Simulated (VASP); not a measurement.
Wanted: the native input for a VASP 6.6.1 run.

```yaml
Task: single point
Functional: PBE
Potentials_or_basis: VASP PAW PBE potentials, release 64 (Al, N)
Cutoff: 520 eV
k_mesh: 10 × 10 × 10
Occupations: gaussian, width 0.05 eV
Spin: no spin polarisation
Dipole_correction: no
Further_INCAR_settings: ALGO = Normal; EDIFF = 1e-06; NBANDS = 11
```

The structure of AlN lies in POSCAR:

```
AlN
1.0
    0.0000000000      1.9734824600      2.0345180000
    1.9734824600      0.0000000000      2.0345180000
    1.9734824600      1.9734824600      0.0000000000
Al N
1 1
Direct
    0.5000000000      0.5000000000      0.5000000000
    0.0000000000      0.0000000000      0.0000000000
```

This cell differs from its parent crystal: strain -0.030 along x and y, +0.000 along z.

These files were run (other wordings do the same):

INCAR

```
ALGO     = Normal         # electronic algorithm
EDIFF    = 1E-6           # SCF threshold, eV
ENCUT    = 520            # plane-wave cutoff, eV
GGA      = PE             # functional
ISIF     = 2              # what is computed and relaxed
ISMEAR   = 0              # smearing method
LASPH    = T              # aspherical terms in the spheres
LCHARG   = F              # write CHGCAR
LREAL    = F              # projectors in reciprocal space
LWAVE    = F              # write WAVECAR
NBANDS   = 11             # bands
NELM     = 80             # most SCF steps
PREC     = Accurate       # precision mode
SIGMA    = 0.05           # smearing width, eV
```

KPOINTS

```
k-points
0
Gamma
  10 10 10
```

Potentials or basis: VASP PAW PBE potentials, release 64 (Al, N).

The run is started by

```sh
$ cat potpaw_PBE.64/Al/POTCAR potpaw_PBE.64/N/POTCAR > POTCAR
$ mpirun -np 1 vasp_std > vasp.out
```

Results of the run:

- Pressure: 17.9 GPa
- Band gap on the k mesh: 4.79 eV, indirect (least direct gap 6.14 eV)

Caveat: the cell differs from its parent crystal (strain -0.030 along x and y, +0.000 along z).

It took 7.7 s on 1 thread of AMD EPYC 9R45 (Zen 5) (shared host), peak memory 0.11 GiB.
